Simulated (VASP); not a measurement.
# W6C (Im-3m) in VASP: density of states with PBE

Aim: the density of states of W6C with PBE.

All numbers are computed with VASP 6.6.1; they aren't measurements. Logs are shortened: lines on timing, memory, paths and dates and some standing lists are left out, and cuts for length are marked.

## 1. The cell of the first run

Symmetry: Im-3m, No. 229, cubic system. Conventional cell: a = 6.358 Å, b = 6.358 Å, c = 6.358 Å, α = 90.00°, β = 90.00°, γ = 90.00°. Within 2.6 Å of W (site symmetry 4mm) lie 1 C at 1.98 Å and 1 W at 2.39 Å. C (site symmetry m-3m) has 6 W at 1.98 Å within 2.6 Å.

## 2. Density of states, PBE

The input, POSCAR:

```
W6C
1.0
   -3.1790990909      3.1790990909      3.1790990909
    3.1790990909     -3.1790990909      3.1790990909
    3.1790990909      3.1790990909     -3.1790990909
W C
6 1
Direct
    0.6880968322      0.6880968322      0.0000000000
    0.3119031678      0.3119031678      0.0000000000
    0.0000000000      0.3119031678      0.3119031678
    0.0000000000      0.6880968322      0.6880968322
    0.6880968322      0.0000000000      0.6880968322
    0.3119031678      0.0000000000      0.3119031678
    0.0000000000      0.0000000000      0.0000000000
```

The input, INCAR.step1:

```
PREC = Accurate ; ENCUT = 520
EDIFF = 1E-7 ; ISMEAR = 0
SIGMA = 0.1 ; LREAL = False
LASPH = True ; NELM = 100
ALGO = Normal ; ISIF = 2
LWAVE = False ; LCHARG = True
LMAXMIX = 4 ; GGA = PE
NBANDS = 53
```

The input, KPOINTS.step1:

```
Automatic mesh
0
Gamma
  8 8 8
```

The input, INCAR.step2:

```
PREC = Accurate ; ENCUT = 520
EDIFF = 1E-7 ; ISMEAR = -5
SIGMA = 0.1 ; LREAL = False
LASPH = True ; NELM = 100
ALGO = Normal ; ISIF = 2
LWAVE = False ; LCHARG = False
LMAXMIX = 4 ; GGA = PE
LORBIT = 11 ; NBANDS = 53
NEDOS = 2001 ; ICHARG = 11
```

The input, KPOINTS.step2:

```
Automatic mesh
0
Gamma
  12 12 12
```

Potentials or basis: VASP PAW PBE potentials, release 64 (W_sv, C).

Launch:

```bash
$ cat potpaw_PBE.64/W_sv/POTCAR potpaw_PBE.64/C/POTCAR > POTCAR
$ cp INCAR.step1 INCAR
$ cp KPOINTS.step1 KPOINTS
$ mpirun -np 1 vasp_std > vasp.out
$ cp INCAR.step2 INCAR
$ cp KPOINTS.step2 KPOINTS
$ mpirun -np 1 vasp_std > vasp.out
```

OUTCAR:

```text
PREC = Accurate
   ENCUT = 520
   EDIFF = 1E-7
   ISMEAR = -5
   LREAL = False
   LASPH = True
   NELM = 100
   ISIF = 2
   GGA = PE
   LORBIT = 11
   ICHARG = 11

 ion  position               nearest neighbor table
   1  0.688  0.688  0.000-   7 1.98   2 2.39   6 2.80   4 2.80   5 2.80   3 2.80
   2  0.312  0.312  0.000-   7 1.98   1 2.39   6 2.80   3 2.80   4 2.80   5 2.80
   3  0.000  0.312  0.312-   7 1.98   4 2.39   6 2.80   2 2.80   5 2.80   1 2.80
   4  0.000  0.688  0.688-   7 1.98   3 2.39   1 2.80   2 2.80   5 2.80   6 2.80
   5  0.688  0.000  0.688-   7 1.98   6 2.39   1 2.80   4 2.80   2 2.80   3 2.80
   6  0.312  0.000  0.312-   7 1.98   5 2.39   2 2.80   3 2.80   4 2.80   1 2.80
   7  0.000  0.000  0.000-   1 1.98   2 1.98   3 1.98   4 1.98   5 1.98   6 1.98

  LATTYP: Found a body centered cubic cell.
 ALAT       =     6.3581981818

  Lattice vectors:

 A1 = (  -3.1790990909,   3.1790990909,   3.1790990909)
 A2 = (   3.1790990909,  -3.1790990909,   3.1790990909)
 A3 = (   3.1790990909,   3.1790990909,  -3.1790990909)

Analysis of symmetry for initial positions (statically):
=====================================================================
 Subroutine PRICEL returns:
 Original cell was already a primitive cell.

 Routine SETGRP: Setting up the symmetry group for a
 body centered cubic supercell.

 Subroutine GETGRP returns: Found 48 space group operations
 (whereof 48 operations were pure point group operations)
 out of a pool of 48 trial point group operations.

The static configuration has the point symmetry O_h .

Analysis of symmetry for dynamics (positions and initial velocities):
=====================================================================
 Subroutine PRICEL returns:
 Original cell was already a primitive cell.

 Routine SETGRP: Setting up the symmetry group for a
 body centered cubic supercell.

 Subroutine GETGRP returns: Found 48 space group operations
 (whereof 48 operations were pure point group operations)
 out of a pool of 48 trial point group operations.

The dynamic configuration has the point symmetry O_h .

 Subroutine INISYM returns: Found 48 space group operations
 (whereof 48 operations are pure point group operations),
 and found     1 'primitive' translations

----------------------------------------------------------------------------------------

                                     Primitive cell

  volume of cell :     128.5204

  direct lattice vectors                    reciprocal lattice vectors
    -3.179099091  3.179099091  3.179099091     0.000000000  0.157277262  0.157277262
     3.179099091 -3.179099091  3.179099091     0.157277262  0.000000000  0.157277262
     3.179099091  3.179099091 -3.179099091     0.157277262  0.157277262  0.000000000

  length of vectors
     5.506361148  5.506361148  5.506361148     0.222423637  0.222423637  0.222423637

  position of ions in fractional coordinates (direct lattice)
     0.688096832  0.688096832  0.000000000
     0.311903168  0.311903168  0.000000000
     0.000000000  0.311903168  0.311903168
     0.000000000  0.688096832  0.688096832
     0.688096832  0.000000000  0.688096832
     0.311903168  0.000000000  0.311903168
     0.000000000  0.000000000  0.000000000

  ion indices of the primitive-cell ions
   primitive index   ion index
                 1           1
                 2           2
                 3           3
                 4           4
                 5           5
                 6           6
                 7           7

----------------------------------------------------------------------------------------

 KPOINTS: Automatic mesh

Automatic generation of k-mesh.
 Grid dimensions read from file:
 generate k-points for:   12   12   12

 Generating k-lattice:

  Cartesian coordinates                     Fractional coordinates (reciprocal lattice)
     0.000000000  0.013106438  0.013106438     0.083333333  0.000000000  0.000000000
     0.013106438  0.000000000  0.013106438     0.000000000  0.083333333  0.000000000
     0.013106438  0.013106438  0.000000000     0.000000000  0.000000000  0.083333333

  Length of vectors
     0.018535303  0.018535303  0.018535303

  Shift w.r.t. Gamma in fractional coordinates (k-lattice)
     0.000000000  0.000000000  0.000000000

 TETIRR: Found   1910 inequivalent tetrahedra from    10368

 Subroutine IBZKPT returns following result:
 ===========================================

 Found     72 irreducible k-points:

 Following reciprocal coordinates:
            Coordinates               Weight
  0.000000  0.000000  0.000000      1.000000
  0.083333  0.000000  0.000000     12.000000
  0.166667  0.000000  0.000000     12.000000
  0.250000  0.000000  0.000000     12.000000
  0.333333  0.000000  0.000000     12.000000
  0.416667  0.000000  0.000000     12.000000
[... 16 lines left out ...]
  0.333333  0.083333  0.083333     24.000000
  0.416667  0.083333  0.083333     12.000000
 [... further k-points ...]
   k-points           NKPTS =     72   k-points in BZ     NKDIM =     72   number of bands    NBANDS=     53
   number of dos      NEDOS =   2001   number of ions     NIONS =      7
   total plane-waves  NPLWV =  74088
   dimension x,y,z NGX =    42 NGY =   42 NGZ =   42
   dimension x,y,z NGXF=    84 NGYF=   84 NGZF=   84
   ions per type =               6   1
   NGX,Y,Z   is equivalent  to a cutoff of  12.68, 12.68, 12.68 a.u.
   NGXF,Y,Z  is equivalent  to a cutoff of  25.36, 25.36, 25.36 a.u.
 SYSTEM =  unknown system
   PREC   = accura    normal or accurate (medium, high low for compatibility)
   ISTART =      0    job   : 0-new  1-cont  2-samecut
   ICHARG =     11    charge: 1-file 2-atom 10-const
   ISPIN  =      1    spin polarized calculation?
   LNONCOLLINEAR =      F non collinear calculations
   LSORBIT =      F    spin-orbit coupling
   LASPH  =      T    aspherical Exc in radial PAW
   ENCUT  =  520.0 eV  38.22 Ry    6.18 a.u.  10.24 10.24 10.24*2*pi/ulx,y,z
   NELM   =    100;   NELMIN=  2; NELMDL=  0     # of ELM steps
   EDIFF  = 0.1E-06   stopping-criterion for ELM
   LREAL  =      F    real-space projection
   EDIFFG = 0.1E-05   stopping-criterion for IOM
   NSW    =      0    number of steps for IOM
   IBRION =     -1    ionic relax: 0-MD 1-quasi-New 2-CG
   NFREE  =      0    steps in history (QN), initial steepest desc. (CG)
   ISIF   =      2    stress and relaxation
   ISYM   =      2    0-nonsym 1-usesym 2-fastsym
   POTIM  = 0.5000    time-step for ionic-motion
   TEBEG  =    0.0;   TEEND  =   0.0 temperature during run
   PSTRESS=    0.0 pullay stress
   NELECT =      88.0000    total number of electrons
   NUPDOWN=      -1.0000    fix difference up-down
   EMIN   =  10.00;   EMAX   =-10.00  energy-range for DOS
   EFERMI =   0.00;   METHOD = LEGACY
   ISMEAR =    -5;   SIGMA  =   0.10  broadening in eV -4-tet -1-fermi 0-gaus
   EFERMI_NEDOS =   21; number of points for ismear=-14 and -15
   IALGO  =     38    algorithm
   IMIX   =      4    mixing-type and parameters
     AMIX     =   0.40;   BMIX     =  1.00
     AMIX_MAG =   1.60;   BMIX_MAG =  1.00
  volume/ion in A,a.u.               =      18.36       123.90
  Fermi-wavevector in a.u.,A,eV,Ry     =   1.442929  2.726741 28.327934  2.082044
  Thomas-Fermi vector in A             =   2.561394
   LORBIT       =     11    0 simple, 1 ext, 2 COOP (PROOUT), +10 PAW based schemes
   GGA     = PE    functional components
   LHFCALC =     F    Hartree Fock is set to
   AEXX    =    0.0000 exact exchange contribution
   IVDW    =     0    specifies the selected vdW correction
   LEPSILON=     F    determine dielectric tensor
   LRPA    =     F    only Hartree local field effects (RPA)
 non-spin polarized calculation
 Fermi weights with tetrahedron method with Bloechl corrections
  energy-cutoff  :      520.00
  volume of cell :      128.52
 maximum number of plane-waves:      3484
 NGX is ok and might be reduce to    42

 number of electron      88.0000009 magnetization

 Free energy of the ion-electron system (eV)
  ---------------------------------------------------
  ext. energy  EPLUGINS =         0.00000000
  ---------------------------------------------------
  free energy    TOTEN  =       -74.02499753 eV

  energy without entropy =      -74.02499753  energy(sigma->0) =      -74.02499753

 E-fermi :   7.9655     XC(G=0): -12.0483

 val. band max:        8.0406880353   @ k =   0.2500   0.2500   0.2500
 cond. band min:       7.8955345771   @ k =  -0.4167  -0.4167   0.2500
 fundamental gap:     -0.1451534581
 Fermi energy:         7.9654809946

 k-point     1 :       0.0000    0.0000    0.0000
  band No.  band energies     occupation
      1     -66.1820      2.00000
      2     -66.1094      2.00000
      3     -66.1094      2.00000
      4     -65.9905      2.00000
      5     -65.9905      2.00000
      6     -65.9905      2.00000
[... 45 lines left out ...]
     52       9.4682      0.00000
     53      11.3464      0.00000

 k-point     2 :       0.0833    0.0000    0.0000
  band No.  band energies     occupation
      1     -66.1804      2.00000
      2     -66.1112      2.00000
      3     -66.1101      2.00000
      4     -65.9914      2.00000
      5     -65.9904      2.00000
      6     -65.9886      2.00000
[... 45 lines left out ...]
     52       9.4788      0.00000
     53      11.3322      0.00000
[... 1174 lines left out ...]
     52       9.9530      0.00000
     53      10.6069      0.00000

 k-point    24 :       0.4167    0.0833    0.0833
  band No.  band energies     occupation
      1     -66.1401      2.00000
      2     -66.1346      2.00000
      3     -66.1326      2.00000
      4     -66.0173      2.00000
      5     -65.9805      2.00000
      6     -65.9669      2.00000
[... 45 lines left out ...]
     52      10.1631      0.00000
     53      10.4146      0.00000

 [... further k-points ...]
[... 5 lines left out ...]
  --------------------------------------------------------------------------------------
  -------------------------------------------------------------------------------------
  Total        0.6839399      0.6839399      0.6839399      0.0000000      0.0000000     -0.0000000
  in kB        8.5262167      8.5262167      8.5262167      0.0000000      0.0000000     -0.0000000
  external PRESSURE =       8.5262167 kB  Pullay stress =       0.0000000 kB

 VOLUME and BASIS-vectors are now :
 -----------------------------------------------------------------------------
  energy-cutoff  :      520.00
  volume of cell :      128.52
      direct lattice vectors                 reciprocal lattice vectors
    -3.179099091  3.179099091  3.179099091     0.000000000  0.157277262  0.157277262
     3.179099091 -3.179099091  3.179099091     0.157277262  0.000000000  0.157277262
     3.179099091  3.179099091 -3.179099091     0.157277262  0.157277262  0.000000000

 POSITION                                       TOTAL-FORCE (eV/Angst)
 -----------------------------------------------------------------------------------
      0.00000      0.00000      4.37506        -0.000000     -0.000000      0.068545
      0.00000      0.00000      1.98314        -0.000000     -0.000000     -0.068545
      1.98314      0.00000      0.00000        -0.068545     -0.000000     -0.000000
      4.37506      0.00000      0.00000         0.068545     -0.000000     -0.000000
      0.00000      4.37506      0.00000         0.000000      0.068545     -0.000000
      0.00000      1.98314      0.00000         0.000000     -0.068545     -0.000000
      0.00000      0.00000      0.00000        -0.000000     -0.000000     -0.000000
 -----------------------------------------------------------------------------------
    total drift:                               -0.000000     -0.000000      0.000000

  FREE ENERGIE OF THE ION-ELECTRON SYSTEM (eV)
  ---------------------------------------------------
  free  energy   TOTEN  =       -74.0249975295 eV

  energy  without entropy=      -74.0249975295  energy(sigma->0) =      -74.02499753

 total charge

# of ion       s       p       d       tot
------------------------------------------
    1        2.362   6.251   3.466  12.080
    2        2.362   6.251   3.466  12.080
    3        2.362   6.251   3.466  12.080
    4        2.362   6.251   3.466  12.080
    5        2.362   6.251   3.466  12.080
    6        2.362   6.251   3.466  12.080
    7        0.920   1.727   0.000   2.648
--------------------------------------------------
tot         15.092  39.234  20.799  75.126
```

Run time: 5.7 min. Hardware: 1 thread of Intel Xeon 6975P-C (Granite Rapids), shared host; peak memory 0.47 GiB.

What came out:

```yaml
Valence_electrons_inside_the_program's_atomic_spheres: W 12.08; C 2.65
```

Caveat: spin-orbit coupling is left out, which moves the levels of the heavy elements; tetrahedron occupations give inexact forces and stress in metals.
